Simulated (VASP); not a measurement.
# Pt (P6/mmm) in VASP: further runs

Runs on Pt. Level: PBE. Tasks: single point.

All numbers are computed with VASP 6.6.1; they aren't measurements. Logs are shortened: lines on timing, memory, paths and dates and some standing lists are left out, and cuts for length are marked.

## 1. The cell of the first run

Symmetry: P6/mmm, No. 191, hexagonal system. Conventional cell: a = 2.551 Å, b = 2.551 Å, c = 2.509 Å, α = 90.00°, β = 90.00°, γ = 120.00°. Within 3.3 Å of Pt (site symmetry 6/mmm) lie 8 Pt at 2.51 to 2.55 Å.

## 2. Single point, PBE

INCAR

```
SYSTEM = Pt
PREC = Accurate
ENCUT = 520
EDIFF = 1E-6
ISMEAR = -1
SIGMA = 0.08
LREAL = .FALSE.
LASPH = .TRUE.
NELM = 60
ALGO = Normal
ISIF = 2
LWAVE = .FALSE.
LCHARG = .FALSE.
GGA = PE
NBANDS = 11
```

KPOINTS

```
Automatic mesh
0
G
  16 16 15
  0 0 0
```

POSCAR

```
Pt
1.0
    2.5513271596      0.0000000000      0.0000000000
   -1.2756635798      2.2095141336      0.0000000000
    0.0000000000      0.0000000000      2.5088673025
Pt
1
Direct
    0.0000000000      0.0000000000      0.0000000000
```

Potentials or basis: VASP PAW PBE potentials, release 64 (Pt).

Launch:

```
> cat potpaw_PBE.64/Pt/POTCAR > POTCAR
> mpirun -np 1 vasp_std > vasp.out
```

OUTCAR:

```text
SYSTEM = Pt
   PREC = Accurate
   ENCUT = 520
   EDIFF = 1E-6
   ISMEAR = -1
   LREAL = .FALSE.
   LASPH = .TRUE.
   NELM = 60
   ISIF = 2
   GGA = PE

 ion  position               nearest neighbor table
   1  0.000  0.000  0.000-

  LATTYP: Found a hexagonal cell.
 ALAT       =     2.5513271596
 C/A-ratio  =     0.9833577372

  Lattice vectors:

 A1 = (   2.5513271596,   0.0000000000,   0.0000000000)
 A2 = (  -1.2756635798,   2.2095141336,   0.0000000000)
 A3 = (   0.0000000000,   0.0000000000,   2.5088673025)

Analysis of symmetry for initial positions (statically):
=====================================================================
 Subroutine PRICEL returns:
 Original cell was already a primitive cell.

 Routine SETGRP: Setting up the symmetry group for a
 hexagonal supercell.

 Subroutine GETGRP returns: Found 24 space group operations
 (whereof 24 operations were pure point group operations)
 out of a pool of 24 trial point group operations.

The static configuration has the point symmetry D_6h.

Analysis of symmetry for dynamics (positions and initial velocities):
=====================================================================
 Subroutine PRICEL returns:
 Original cell was already a primitive cell.

 Routine SETGRP: Setting up the symmetry group for a
 hexagonal supercell.

 Subroutine GETGRP returns: Found 24 space group operations
 (whereof 24 operations were pure point group operations)
 out of a pool of 24 trial point group operations.

The dynamic configuration has the point symmetry D_6h.

 Subroutine INISYM returns: Found 24 space group operations
 (whereof 24 operations are pure point group operations),
 and found     1 'primitive' translations

----------------------------------------------------------------------------------------

                                     Primitive cell

  volume of cell :      14.1430

  direct lattice vectors                    reciprocal lattice vectors
     2.551327160  0.000000000  0.000000000     0.391952869  0.226294094  0.000000000
    -1.275663580  2.209514134  0.000000000     0.000000000  0.452588189  0.000000000
     0.000000000  0.000000000  2.508867303     0.000000000  0.000000000  0.398586246

  length of vectors
     2.551327160  2.551327160  2.508867303     0.452588189  0.452588189  0.398586246

  position of ions in fractional coordinates (direct lattice)
     0.000000000  0.000000000  0.000000000

  ion indices of the primitive-cell ions
   primitive index   ion index
                 1           1

----------------------------------------------------------------------------------------

 KPOINTS: Automatic mesh

Automatic generation of k-mesh.
 Grid dimensions read from file:
 generate k-points for:   16   16   15

 Generating k-lattice:

  Cartesian coordinates                     Fractional coordinates (reciprocal lattice)
     0.024497054  0.014143381  0.000000000     0.062500000 -0.000000000  0.000000000
     0.000000000  0.028286762  0.000000000     0.000000000  0.062500000  0.000000000
     0.000000000  0.000000000  0.026572416     0.000000000  0.000000000  0.066666667

  Length of vectors
     0.028286762  0.028286762  0.026572416

  Shift w.r.t. Gamma in fractional coordinates (k-lattice)
     0.000000000  0.000000000  0.000000000

 Subroutine IBZKPT returns following result:
 ===========================================

 Found    240 irreducible k-points:

 Following reciprocal coordinates:
            Coordinates               Weight
  0.000000  0.000000  0.000000      1.000000
  0.062500  0.000000  0.000000      6.000000
  0.125000  0.000000  0.000000      6.000000
  0.187500 -0.000000  0.000000      6.000000
  0.250000  0.000000  0.000000      6.000000
  0.312500 -0.000000  0.000000      6.000000
[... 16 lines left out ...]
  0.187500  0.187500  0.000000      6.000000
  0.250000  0.187500  0.000000     12.000000
 [... further k-points ...]
   k-points           NKPTS =    240   k-points in BZ     NKDIM =    240   number of bands    NBANDS=     11
   number of dos      NEDOS =    301   number of ions     NIONS =      1
   total plane-waves  NPLWV =   8000
   dimension x,y,z NGX =    20 NGY =   20 NGZ =   20
   dimension x,y,z NGXF=    40 NGYF=   40 NGZF=   40
   ions per type =               1
   NGX,Y,Z   is equivalent  to a cutoff of  13.03, 13.03, 13.25 a.u.
   NGXF,Y,Z  is equivalent  to a cutoff of  26.06, 26.06, 26.51 a.u.
 SYSTEM =  Pt
   PREC   = accura    normal or accurate (medium, high low for compatibility)
   ISTART =      0    job   : 0-new  1-cont  2-samecut
   ICHARG =      2    charge: 1-file 2-atom 10-const
   ISPIN  =      1    spin polarized calculation?
   LNONCOLLINEAR =      F non collinear calculations
   LSORBIT =      F    spin-orbit coupling
   LASPH  =      T    aspherical Exc in radial PAW
   ENCUT  =  520.0 eV  38.22 Ry    6.18 a.u.   4.74  4.74  4.66*2*pi/ulx,y,z
   NELM   =     60;   NELMIN=  2; NELMDL= -5     # of ELM steps
   EDIFF  = 0.1E-05   stopping-criterion for ELM
   LREAL  =      F    real-space projection
   EDIFFG = 0.1E-04   stopping-criterion for IOM
   NSW    =      0    number of steps for IOM
   IBRION =     -1    ionic relax: 0-MD 1-quasi-New 2-CG
   NFREE  =      0    steps in history (QN), initial steepest desc. (CG)
   ISIF   =      2    stress and relaxation
   ISYM   =      2    0-nonsym 1-usesym 2-fastsym
   POTIM  = 0.5000    time-step for ionic-motion
   TEBEG  =    0.0;   TEEND  =   0.0 temperature during run
   PSTRESS=    0.0 pullay stress
   NELECT =      10.0000    total number of electrons
   NUPDOWN=      -1.0000    fix difference up-down
   EMIN   =  10.00;   EMAX   =-10.00  energy-range for DOS
   EFERMI =   0.00;   METHOD = LEGACY
   ISMEAR =    -1;   SIGMA  =   0.08  broadening in eV -4-tet -1-fermi 0-gaus
   EFERMI_NEDOS =   21; number of points for ismear=-14 and -15
   IALGO  =     38    algorithm
   IMIX   =      4    mixing-type and parameters
     AMIX     =   0.40;   BMIX     =  1.00
     AMIX_MAG =   1.60;   BMIX_MAG =  1.00
  volume/ion in A,a.u.               =      14.14        95.44
  Fermi-wavevector in a.u.,A,eV,Ry     =   1.458460  2.756090 28.941042  2.127107
  Thomas-Fermi vector in A             =   2.575142
   LORBIT       =      0    0 simple, 1 ext, 2 COOP (PROOUT), +10 PAW based schemes
   GGA     = PE    functional components
   LHFCALC =     F    Hartree Fock is set to
   AEXX    =    0.0000 exact exchange contribution
   IVDW    =     0    specifies the selected vdW correction
   LEPSILON=     F    determine dielectric tensor
   LRPA    =     F    only Hartree local field effects (RPA)
 non-spin polarized calculation
  energy-cutoff  :      520.00
  volume of cell :       14.14
 maximum number of plane-waves:       405
 NGX is ok and might be reduce to    20

 number of electron      10.0000000 magnetization

 Free energy of the ion-electron system (eV)
  ---------------------------------------------------
  ext. energy  EPLUGINS =         0.00000000
  ---------------------------------------------------
  free energy    TOTEN  =        -5.57916038 eV

  energy without entropy =       -5.56287171  energy(sigma->0) =       -5.57101604

 E-fermi :  12.4755     XC(G=0): -13.7896

 val. band max:       12.4739792231   @ k =   0.0625   0.0000   0.1333
 cond. band min:      12.4792722354   @ k =   0.1875   0.0625   0.0667
 fundamental gap:      0.0052930122
 Fermi energy:        12.4754683676

 k-point     1 :       0.0000    0.0000    0.0000
  band No.  band energies     occupation
      1       1.6308      2.00000
      2       5.0396      2.00000
      3       8.1549      2.00000
      4       8.1549      2.00000
      5      12.9736      0.00394
      6      12.9736      0.00394
      7      27.2910      0.00000
      8      27.5799      0.00000
      9      35.2533      0.00000
     10      35.2533      0.00000
     11      36.6306      0.00000

 k-point     2 :       0.0625    0.0000    0.0000
  band No.  band energies     occupation
      1       1.8124      2.00000
      2       5.1064      2.00000
      3       8.0263      2.00000
      4       8.3045      2.00000
      5      12.7978      0.03494
      6      12.9442      0.00569
      7      27.6398      0.00000
      8      27.9151      0.00000
      9      33.7149      0.00000
     10      34.8286      0.00000
     11      37.5635      0.00000

 k-point     3 :       0.1250    0.0000    0.0000
  band No.  band energies     occupation
      1       2.3288      2.00000
      2       5.2969      2.00000
      3       7.7107      2.00000
      4       8.7451      2.00000
      5      12.3307      1.71867
      6      12.8613      0.01595
      7      28.6115      0.00000
      8      28.7227      0.00000
      9      31.6137      0.00000
     10      33.7849      0.00000
     11      37.9179      0.00000

 k-point     4 :       0.1875   -0.0000    0.0000
  band No.  band energies     occupation
      1       3.0791      2.00000
      2       5.5537      2.00000
      3       7.4297      2.00000
      4       9.4498      2.00000
      5      11.7049      1.99987
      6      12.7394      0.07122
      7      28.3655      0.00000
      8      30.0213      0.00000
      9      30.9816      0.00000
     10      32.4504      0.00000
     11      37.5097      0.00000

 k-point     5 :       0.2500    0.0000    0.0000
  band No.  band energies     occupation
      1       3.8440      2.00000
      2       5.7014      2.00000
      3       7.6146      2.00000
      4      10.3682      2.00000
      5      11.0509      2.00000
      6      12.5987      0.35304
      7      26.2892      0.00000
      8      30.9979      0.00000
      9      31.6181      0.00000
     10      31.9265      0.00000
     11      36.9474      0.00000

 k-point     6 :       0.3125   -0.0000    0.0000
  band No.  band energies     occupation
      1       4.2870      2.00000
      2       5.7660      2.00000
      3       8.5412      2.00000
      4      10.4648      2.00000
      5      11.4147      2.00000
      6      12.4612      1.08885
      7      24.0861      0.00000
      8      29.5276      0.00000
      9      32.0819      0.00000
     10      33.0723      0.00000
     11      36.5946      0.00000

 k-point     7 :       0.3750   -0.0000    0.0000
  band No.  band energies     occupation
      1       4.3008      2.00000
      2       5.9854      2.00000
      3       9.9405      2.00000
      4      10.0092      2.00000
      5      12.3470      1.66559
      6      12.4474      1.17348
      7      22.0051      0.00000
      8      28.1738      0.00000
      9      31.3262      0.00000
     10      34.0469      0.00000
     11      36.2813      0.00000

 k-point     8 :       0.4375    0.0000    0.0000
  band No.  band energies     occupation
      1       4.1826      2.00000
      2       6.2092      2.00000
      3       9.7224      2.00000
      4      11.3366      2.00000
      5      12.2719      1.85443
      6      13.2484      0.00013
      7      20.2918      0.00000
      8      27.1644      0.00000
      9      30.5165      0.00000
     10      34.4857      0.00000
     11      36.0068      0.00000
[... 141 lines left out ...]
 k-point    19 :       0.2500    0.1250    0.0000
  band No.  band energies     occupation
      1       4.9070      2.00000
      2       5.9625      2.00000
      3       7.5820      2.00000
      4      10.4588      2.00000
      5      12.1972      1.94015
      6      12.4244      1.30853
      7      23.9209      0.00000
      8      27.1627      0.00000
      9      32.8431      0.00000
     10      34.0304      0.00000
     11      37.3158      0.00000

 k-point    20 :       0.3125    0.1250    0.0000
  band No.  band energies     occupation
      1       4.9635      2.00000
      2       6.0826      2.00000
      3       8.7367      2.00000
      4      10.0878      2.00000
      5      12.0281      1.99257
      6      13.7380      0.00000
      7      21.7677      0.00000
      8      26.0720      0.00000
      9      31.7205      0.00000
     10      35.1899      0.00000
     11      38.7292      0.00000

 k-point    21 :       0.3750    0.1250    0.0000
  band No.  band energies     occupation
      1       4.8300      2.00000
      2       6.2835      2.00000
      3       9.8341      2.00000
      4       9.8527      2.00000
      5      11.9166      1.99815
      6      14.8879      0.00000
      7      19.9659      0.00000
      8      25.2071      0.00000
      9      31.0852      0.00000
     10      35.7222      0.00000
     11      38.3863      0.00000

 k-point    22 :       0.4375    0.1250    0.0000
  band No.  band energies     occupation
      1       4.7692      2.00000
      2       6.3632      2.00000
      3       9.7724      2.00000
      4      10.3102      2.00000
      5      11.8778      1.99886
      6      15.4371      0.00000
      7      19.1463      0.00000
      8      24.8680      0.00000
      9      30.8869      0.00000
     10      35.8494      0.00000
     11      37.9073      0.00000

 k-point    23 :       0.1875    0.1875    0.0000
  band No.  band energies     occupation
      1       5.1272      2.00000
      2       6.4489      2.00000
      3       6.5853      2.00000
      4      10.5648      2.00000
      5      12.1243      1.97548
      6      12.4829      0.95372
      7      24.4752      0.00000
      8      26.5439      0.00000
      9      33.3094      0.00000
     10      34.1253      0.00000
     11      36.9733      0.00000

 k-point    24 :       0.2500    0.1875    0.0000
  band No.  band energies     occupation
      1       5.6340      2.00000
      2       6.1973      2.00000
      3       7.4250      2.00000
      4      10.2696      2.00000
      5      11.8508      1.99919
      6      13.9396      0.00000
      7      22.4401      0.00000
      8      25.1869      0.00000
      9      32.2849      0.00000
     10      35.7936      0.00000
     11      38.5540      0.00000

 [... further k-points ...]
[... 5 lines left out ...]
  --------------------------------------------------------------------------------------
  -------------------------------------------------------------------------------------
  Total        5.2226086      5.2226086      5.2060900     -0.0000000     -0.0000000      0.0000000
  in kB      591.6398739    591.6398739    589.7685698     -0.0000000     -0.0000000      0.0000000
  external PRESSURE =     591.0161058 kB  Pullay stress =       0.0000000 kB

 VOLUME and BASIS-vectors are now :
 -----------------------------------------------------------------------------
  energy-cutoff  :      520.00
  volume of cell :       14.14
      direct lattice vectors                 reciprocal lattice vectors
     2.551327160  0.000000000  0.000000000     0.391952869  0.226294094  0.000000000
    -1.275663580  2.209514134  0.000000000     0.000000000  0.452588189  0.000000000
     0.000000000  0.000000000  2.508867303     0.000000000  0.000000000  0.398586246

 POSITION                                       TOTAL-FORCE (eV/Angst)
 -----------------------------------------------------------------------------------
      0.00000      0.00000      0.00000         0.000000      0.000000      0.000000
 -----------------------------------------------------------------------------------
    total drift:                               -0.000000      0.000000      0.000000

  FREE ENERGIE OF THE ION-ELECTRON SYSTEM (eV)
  ---------------------------------------------------
  free  energy   TOTEN  =        -5.5791603768 eV

  energy  without entropy=       -5.5628717124  energy(sigma->0) =       -5.57101604
```

It took 44 s on 1 thread of Intel Xeon 8259CL, shared host; peak memory 0.16 GiB.

What came out:

```
Free energy            : -5.5792 eV
Pressure               : 59.1 GPa
Band gap on the k mesh : zero (band 5 reaches 14.45 eV, above the bottom of band 6 at 10.59 eV)
```

Stress tensor (GPa, compression positive):
```
59.16  0.00  0.00
 0.00 59.16  0.00
 0.00  0.00 58.98
```

Caveat: spin-orbit coupling is left out, which moves the levels of the heavy elements.

## 3. Single point, PBE

INCAR

```
PREC     = Accurate       # precision mode
ENCUT    = 520            # plane-wave cutoff, eV
EDIFF    = 1E-6           # SCF threshold, eV
ISMEAR   = -1             # smearing method
SIGMA    = 0.08           # smearing width, eV
LREAL    = False          # projectors in reciprocal space
LASPH    = True           # aspherical terms in the spheres
NELM     = 100            # most SCF steps
ALGO     = Normal         # electronic algorithm
ISIF     = 2              # what is computed and relaxed
LWAVE    = False          # write WAVECAR
LCHARG   = True           # write CHGCAR
GGA      = PE             # functional
LELF     = True           # ELF
LVHAR    = True         
NBANDS   = 11             # bands
```

KPOINTS

```
Automatic mesh
0
Gamma
  16 16 15
```

POSCAR is that of step 2.

Potentials or basis: VASP PAW PBE potentials, release 64 (Pt).

Launch:

```
> cat potpaw_PBE.64/Pt/POTCAR > POTCAR
> mpirun -np 1 vasp_std > vasp.out
```

Run time: 47 s. Hardware: 1 thread of Intel Xeon 8259CL, shared host; peak memory 0.16 GiB.

It converged, with:

* Free energy: -5.5792 eV
* Pressure: 59.1 GPa
* Band gap on the k mesh: zero (band 5 reaches 14.45 eV, above the bottom of band 6 at 10.59 eV)

Stress tensor (GPa, compression positive):
```
59.16  0.00  0.00
 0.00 59.16  0.00
 0.00  0.00 58.98
```

Levels at points of the mesh, in eV from the Fermi level:
| k point | band 2 | band 3 | band 4 | band 5 | band 6 | band 7 | band 8 | band 9 |
| --- | --- | --- | --- | --- | --- | --- | --- | --- |
| (0.00, 0.00, 0.00) | -7.44 | -4.32 | -4.32 | 0.50 | 0.50 | 14.82 | 15.10 | 22.78 |
| (0.50, 0.00, 0.00) | -6.18 | -2.85 | -0.49 | -0.23 | 1.08 | 7.07 | 14.31 | 17.72 |

Caveat: spin-orbit coupling is left out, which moves the levels of the heavy elements.
